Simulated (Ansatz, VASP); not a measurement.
## SrO in VASP and in Ansatz

The input POSCAR:

```
SrO
1.0
    0.0000000000      2.5798927426      2.5798927426
    2.5798927426      0.0000000000      2.5798927426
    2.5798927426      2.5798927426      0.0000000000
Sr O
1 1
Direct
    0.5000000000      0.5000000000      0.5000000000
    0.0000000000      0.0000000000      0.0000000000
```

Contents of INCAR.step1:

```
SYSTEM = SrO
ALGO = Normal
EDIFF = 1E-5
ENCUT = 520
GGA = PE
ISIF = 2
ISMEAR = 0
LASPH = .TRUE.
LCHARG = .FALSE.
LREAL = .FALSE.
LWAVE = .TRUE.
NBANDS = 15
NELM = 80
PREC = Accurate
SIGMA = 0.01
```

INCAR.step2

```
SYSTEM = SrO
AEXX = 0.1
ALGO = Normal
EDIFF = 1E-6
ENCUT = 520
ISIF = 2
ISMEAR = 0
ISTART = 1
LASPH = .TRUE.
LCHARG = .FALSE.
LHFCALC = .TRUE.
LMIXTAU = .TRUE.
LREAL = .FALSE.
LWAVE = .FALSE.
METAGGA = R2SCAN
NBANDS = 15
NELM = 80
PREC = Accurate
PRECFOCK = Normal
SIGMA = 0.01
```

Contents of KPOINTS:

```
k-points
0
G
  6 6 6
  0 0 0
```

Input for Ansatz:

```yaml
crystal:
  lattice:
    - [0.0, 2.5798927426, 2.5798927426]
    - [2.5798927426, 0.0, 2.5798927426]
    - [2.5798927426, 2.5798927426, 0.0]
  atoms:
    - { symbol: Sr, position: [0.5, 0.5, 0.5] }
    - { symbol: O, position: [0.0, 0.0, 0.0] }
kpoints:
  mp_grid: { grid: [6, 6, 6] }
  band_path:
    path:
      - [0.0, 0.0, 0.0]
      - [0.5, 0.0, 0.5]
      - [0.625, 0.25, 0.625]
      - [0.375, 0.375, 0.75]
      - [0.5, 0.5, 0.5]
      - [0.5, 0.25, 0.75]
      - [0.0, 0.5, 0.5]
    npoints: 1
hamiltonian:
  xc: r2scanh
scf:
  occupations: { method: fixed }
  n_extra_bands: 4
output:
  forces: true
  stress: true
  eigenvalues: true
```

Alike in both runs: task single point; functional r2SCANh; k mesh 6 × 6 × 6; no spin polarisation.

|  | VASP | Ansatz |
| --- | --- | --- |
| version | VASP 6.6.1 | Ansatz 0.2.0 |
| potentials or method | VASP PAW PBE potentials, release 64 (Sr_sv, O) | plane waves, PAW |
| plane-wave cutoff (eV) | 520 | 500 |
| occupations | gaussian, width 0.01 eV | fixed |
| valence electrons in the cell | 16 | 16 |

Ansatz gave:

```
gap on the k mesh at the Fermi level (eV) : 4.61
pressure (GPa)                            : -0.5
```

Question: Which values does VASP return?

Answer: gap on the k mesh at the Fermi level (eV): 4.56; pressure (GPa): 0.0.

VASP's potentials were made for PBE, not for r2SCANh. Ansatz's warnings: stress exchange threshold loose, stress scf threshold loose.
